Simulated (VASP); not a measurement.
# BiTe (Fm-3m) in VASP: a series of runs

BiTe is run at these levels: PBE; tasks: single point.

All numbers are computed with VASP 6.6.1; they aren't measurements. Logs are shortened: lines on timing, memory, paths and dates and some standing lists are left out, and cuts for length are marked.

### 1 The cell of the first run

The structure is cubic, space group Fm-3m (No. 225). Conventional cell: a = 6.338 Å, b = 6.338 Å, c = 6.338 Å, α = 90.00°, β = 90.00°, γ = 90.00°. Within 4.2 Å of Bi (site symmetry m-3m) lie 6 Te at 3.17 Å. Within 4.2 Å of Te (site symmetry m-3m) lie 6 Bi at 3.17 Å.

### 2 Single point, PBE (31.82 Å³/atom)

File INCAR:

```
SYSTEM = BiTe
PREC = Accurate ; ENCUT = 520
EDIFF = 1E-6 ; ISMEAR = -1
SIGMA = 0.05 ; LREAL = .FALSE.
LASPH = .TRUE. ; NELM = 80
ALGO = Normal ; ISIF = 2
LWAVE = .FALSE. ; LCHARG = .FALSE.
GGA = PE ; NBANDS = 18
```

File KPOINTS:

```
regular mesh
0
G
  13 13 13
  0 0 0
```

File POSCAR:

```
BiTe
1.0
    0.0000000000      3.1689610617      3.1689610617
    3.1689610617      0.0000000000      3.1689610617
    3.1689610617      3.1689610617      0.0000000000
Bi Te
1 1
Direct
    0.0000000000      0.0000000000      0.0000000000
    0.5000000000      0.5000000000      0.5000000000
```

Potentials or basis: VASP PAW PBE potentials, release 64 (Bi_d, Te).

Command:

```console
> cat potpaw_PBE.64/Bi_d/POTCAR potpaw_PBE.64/Te/POTCAR > POTCAR
> mpirun -np 1 vasp_std > vasp.out
```

OUTCAR:

```text
SYSTEM = BiTe
   PREC = Accurate
   ENCUT = 520
   EDIFF = 1E-6
   ISMEAR = -1
   LREAL = .FALSE.
   LASPH = .TRUE.
   NELM = 80
   ISIF = 2
   GGA = PE

 ion  position               nearest neighbor table
   1  0.000  0.000  0.000-   2 3.17   2 3.17   2 3.17   2 3.17   2 3.17   2 3.17
   2  0.500  0.500  0.500-   1 3.17   1 3.17   1 3.17   1 3.17   1 3.17   1 3.17

  LATTYP: Found a face centered cubic cell.
 ALAT       =     6.3379221234

  Lattice vectors:

 A1 = (   0.0000000000,   3.1689610617,   3.1689610617)
 A2 = (   3.1689610617,   0.0000000000,   3.1689610617)
 A3 = (   3.1689610617,   3.1689610617,   0.0000000000)

Analysis of symmetry for initial positions (statically):
=====================================================================
 Subroutine PRICEL returns:
 Original cell was already a primitive cell.

 Routine SETGRP: Setting up the symmetry group for a
 face centered cubic supercell.

 Subroutine GETGRP returns: Found 48 space group operations
 (whereof 48 operations were pure point group operations)
 out of a pool of 48 trial point group operations.

The static configuration has the point symmetry O_h .

Analysis of symmetry for dynamics (positions and initial velocities):
=====================================================================
 Subroutine PRICEL returns:
 Original cell was already a primitive cell.

 Routine SETGRP: Setting up the symmetry group for a
 face centered cubic supercell.

 Subroutine GETGRP returns: Found 48 space group operations
 (whereof 48 operations were pure point group operations)
 out of a pool of 48 trial point group operations.

The dynamic configuration has the point symmetry O_h .

 Subroutine INISYM returns: Found 48 space group operations
 (whereof 48 operations are pure point group operations),
 and found     1 'primitive' translations

----------------------------------------------------------------------------------------

                                     Primitive cell

  volume of cell :      63.6474

  direct lattice vectors                    reciprocal lattice vectors
     0.000000000  3.168961062  3.168961062    -0.157780418  0.157780418  0.157780418
     3.168961062  0.000000000  3.168961062     0.157780418 -0.157780418  0.157780418
     3.168961062  3.168961062  0.000000000     0.157780418  0.157780418 -0.157780418

  length of vectors
     4.481587712  4.481587712  4.481587712     0.273283700  0.273283700  0.273283700

[... 73 lines left out ...]
   ICHARG =      2    charge: 1-file 2-atom 10-const
   ISPIN  =      1    spin polarized calculation?
   LNONCOLLINEAR =      F non collinear calculations
   LSORBIT =      F    spin-orbit coupling
   LASPH  =      T    aspherical Exc in radial PAW
   ENCUT  =  520.0 eV  38.22 Ry    6.18 a.u.   8.33  8.33  8.33*2*pi/ulx,y,z
   NELM   =     80;   NELMIN=  2; NELMDL= -5     # of ELM steps
   EDIFF  = 0.1E-05   stopping-criterion for ELM
   LREAL  =      F    real-space projection
   EDIFFG = 0.1E-04   stopping-criterion for IOM
   NSW    =      0    number of steps for IOM
   IBRION =     -1    ionic relax: 0-MD 1-quasi-New 2-CG
   NFREE  =      0    steps in history (QN), initial steepest desc. (CG)
   ISIF   =      2    stress and relaxation
   ISYM   =      2    0-nonsym 1-usesym 2-fastsym
   POTIM  = 0.5000    time-step for ionic-motion
   TEBEG  =    0.0;   TEEND  =   0.0 temperature during run
   PSTRESS=    0.0 pullay stress
   NELECT =      21.0000    total number of electrons
   NUPDOWN=      -1.0000    fix difference up-down
   EMIN   =  10.00;   EMAX   =-10.00  energy-range for DOS
   EFERMI =   0.00;   METHOD = LEGACY
   ISMEAR =    -1;   SIGMA  =   0.05  broadening in eV -4-tet -1-fermi 0-gaus
   EFERMI_NEDOS =   21; number of points for ismear=-14 and -15
   IALGO  =     38    algorithm
   IMIX   =      4    mixing-type and parameters
     AMIX     =   0.40;   BMIX     =  1.00
     AMIX_MAG =   1.60;   BMIX_MAG =  1.00
  volume/ion in A,a.u.               =      31.82       214.76
  Fermi-wavevector in a.u.,A,eV,Ry     =   1.131239  2.137732 17.411398  1.279702
  Thomas-Fermi vector in A             =   2.267937
   LORBIT       =      0    0 simple, 1 ext, 2 COOP (PROOUT), +10 PAW based schemes
   GGA     = PE    functional components
[... 5 lines left out ...]
 non-spin polarized calculation
  energy-cutoff  :      520.00
  volume of cell :       63.65
 maximum number of plane-waves:      1735
 NGX is ok and might be reduce to    36
   NGX = 17   NGY = 17   NGZ = 17

 number of electron      21.0000001 magnetization

 Free energy of the ion-electron system (eV)
  ---------------------------------------------------
  ext. energy  EPLUGINS =         0.00000000
  ---------------------------------------------------
  free energy    TOTEN  =        -7.11557467 eV

  energy without entropy =       -7.10313254  energy(sigma->0) =       -7.10935361

 E-fermi :   7.4187     XC(G=0):  -9.7145

 val. band max:        7.4004416342   @ k =  -0.3846   0.1538   0.0000
 cond. band min:       7.4405544406   @ k =  -0.1538   0.1538   0.0000
 fundamental gap:      0.0401128063
 Fermi energy:         7.4186523301

 k-point     1 :       0.0000    0.0000    0.0000
  band No.  band energies     occupation
      1     -15.7585      2.00000
      2     -15.7585      2.00000
      3     -15.7515      2.00000
      4     -15.7515      2.00000
      5     -15.7515      2.00000
      6      -6.5474      2.00000
[... 481 lines left out ...]
      5     -15.7418      2.00000
      6      -4.8413      2.00000
[... 10 lines left out ...]
     17      15.9489      0.00000
     18      16.9305      0.00000

 [... further k-points ...]

------------------------ aborting loop because EDIFF is reached ----------------------------------------

  FORCE on cell =-STRESS in cart. coord.  units (eV):
  Direction    XX          YY          ZZ          XY          YZ          ZX
  --------------------------------------------------------------------------------------
  -------------------------------------------------------------------------------------
  Total        1.7195339      1.7195339      1.7195339      0.0000000      0.0000000      0.0000000
  in kB       43.2853187     43.2853187     43.2853187      0.0000000      0.0000000      0.0000000
  external PRESSURE =      43.2853187 kB  Pullay stress =       0.0000000 kB

 VOLUME and BASIS-vectors are now :
 -----------------------------------------------------------------------------
  energy-cutoff  :      520.00
  volume of cell :       63.65
      direct lattice vectors                 reciprocal lattice vectors
     0.000000000  3.168961062  3.168961062    -0.157780418  0.157780418  0.157780418
     3.168961062  0.000000000  3.168961062     0.157780418 -0.157780418  0.157780418
     3.168961062  3.168961062  0.000000000     0.157780418  0.157780418 -0.157780418

 POSITION                                       TOTAL-FORCE (eV/Angst)
 -----------------------------------------------------------------------------------
      0.00000      0.00000      0.00000        -0.000000     -0.000000      0.000000
      3.16896      3.16896      3.16896         0.000000      0.000000     -0.000000
 -----------------------------------------------------------------------------------
    total drift:                               -0.000000      0.000000      0.000000

  FREE ENERGIE OF THE ION-ELECTRON SYSTEM (eV)
  ---------------------------------------------------
  free  energy   TOTEN  =        -7.1155746687 eV

  energy  without entropy=       -7.1031325447  energy(sigma->0) =       -7.10935361
```

stdout:

```text
POSCAR found type information on POSCAR BiTe
 POSCAR found :  2 types and       2 ions
 scaLAPACK will be used
 LDA part: xc-table for (Slater+PW92), standard interpolation
 POSCAR, INCAR and KPOINTS ok, starting setup
 FFT: planning ... GRIDC
 FFT: planning ... GRID_SOFT
 FFT: planning ... GRID
 WAVECAR not read
 entering main loop
```

Run time: 2.8 min. Hardware: 1 thread of AMD EPYC 7R13, shared host; peak memory 0.23 GiB.

What came out:

```yaml
Free_energy: -7.1156 eV
Pressure: 4.3 GPa
Band_gap_on_the_k_mesh: zero (an odd number of electrons rules out a gap without spin polarisation)
```

Caveat: the cell stands under pressure; spin-orbit coupling is left out, which moves the levels of the heavy elements.

### 3 Single point, PBE (32.50 Å³/atom)

This run uses another cell than the first one, of 32.50 Å³/atom.

File INCAR:

```
SYSTEM = BiTe
PREC     = Accurate       ! precision mode
ENCUT    = 520            ! plane-wave cutoff, eV
EDIFF    = 1E-6           ! SCF threshold, eV
ISMEAR   = -1             ! smearing method
SIGMA    = 0.05           ! smearing width, eV
LREAL    = .False.        ! projectors in reciprocal space
LASPH    = .True.         ! aspherical terms in the spheres
NELM     = 80             ! most SCF steps
ALGO     = Normal         ! electronic algorithm
ISIF     = 2              ! what is computed and relaxed
LWAVE    = .False.        ! write WAVECAR
LCHARG   = .True.         ! write CHGCAR
GGA      = PE             ! functional
LELF     = .True.         ! ELF
LVHAR    = .True.       
NBANDS   = 18             ! bands
```

File KPOINTS:

```
regular mesh
0
Gamma
  13 13 13
  0 0 0
```

File POSCAR:

```
BiTe
1.0
    0.0000000000      3.1912784242      3.1912784242
    3.1912784242      0.0000000000      3.1912784242
    3.1912784242      3.1912784242      0.0000000000
Bi Te
1 1
Direct
    0.0000000000      0.0000000000      0.0000000000
    0.5000000000      0.5000000000      0.5000000000
```

Potentials or basis: VASP PAW PBE potentials, release 64 (Bi_d, Te).

Command:

```console
> cat potpaw_PBE.64/Bi_d/POTCAR potpaw_PBE.64/Te/POTCAR > POTCAR
> mpirun -np 1 vasp_std > vasp.out
```

Wall time 3.5 min (1 thread of AMD EPYC 7R13, shared host); peak memory 0.24 GiB.

The run converged. Its results:

* Free energy: -7.1467 eV
* Pressure: 3.0 GPa
* Band gap on the k mesh: zero (an odd number of electrons rules out a gap without spin polarisation)

Levels at points of the mesh, in eV from the Fermi level:
| k point | band 8 | band 9 | band 10 | band 11 | band 12 | band 13 |
| --- | --- | --- | --- | --- | --- | --- |
| (0.00, 0.00, 0.00) | -2.65 | -2.65 | -2.65 | 2.25 | 2.25 | 2.25 |

Caveat: spin-orbit coupling is left out, which moves the levels of the heavy elements.

### 4 Single point, PBE (33.18 Å³/atom)

This run uses another cell than the first one, of 33.18 Å³/atom.

File INCAR:

```
ALGO = Normal
EDIFF = 1E-7
ENCUT = 520
GGA = PE
ISIF = 2
ISMEAR = -1
LASPH = T
LCHARG = F
LREAL = F
LWAVE = F
NBANDS = 18
NELM = 80
PREC = Accurate
SIGMA = 0.05
```

File KPOINTS:

```
k-points
0
Gamma
  13 13 13
```

File POSCAR:

```
BiTe
1.0
    0.0000000000      3.2132879364      3.2132879364
    3.2132879364      0.0000000000      3.2132879364
    3.2132879364      3.2132879364      0.0000000000
Bi Te
1 1
Direct
    0.0000000000      0.0000000000      0.0000000000
    0.5000000000      0.5000000000      0.5000000000
```

Command:

```console
> cat potpaw_PBE.64/Bi_d/POTCAR potpaw_PBE.64/Te/POTCAR > POTCAR
> mpirun -np 1 vasp_std > vasp.out
```

Wall time 4.1 min (1 thread of AMD EPYC 7R13, shared host); peak memory 0.24 GiB.

Results (log left out):

- Free energy: -7.1672 eV
- Pressure: 1.8 GPa
- Band gap on the k mesh: zero (an odd number of electrons rules out a gap without spin polarisation)

Levels at points of the mesh, in eV from the Fermi level:
```
           k point  band 6  band 7  band 8  band 9  band 10  band 11  band 12  band 13  band 14  band 15
(0.00, 0.00, 0.00)  -13.66   -8.05   -2.59   -2.59    -2.59     2.21     2.21     2.21     4.64     4.64
```

Caveat: spin-orbit coupling is left out, which moves the levels of the heavy elements.

### 5 Summary

| cell | gap on the mesh (eV) | pressure (GPa) |
| --- | --- | --- |
| a = 4.482 Å, angles 60.0°, 2 atoms | none | 4.3 |
| a = 4.513 Å, angles 60.0°, 2 atoms | none | 3.0 |
| a = 4.544 Å, angles 60.0°, 2 atoms | none | 1.8 |

Alike in all rows: task single point; level PBE; potentials or basis VASP PAW PBE potentials, release 64 (Bi_d, Te); no spin polarisation; k mesh 13 × 13 × 13; cutoff (eV) 520; smearing fermi-dirac 0.05 eV.

Caveats: spin-orbit coupling is left out, which moves the levels of the heavy elements; the cell stands under pressure (at least some runs).

Absolute energies hang on the potentials; compare differences alone.

The gap in the log of VASP goes by the Fermi energy; the results here count the filled bands.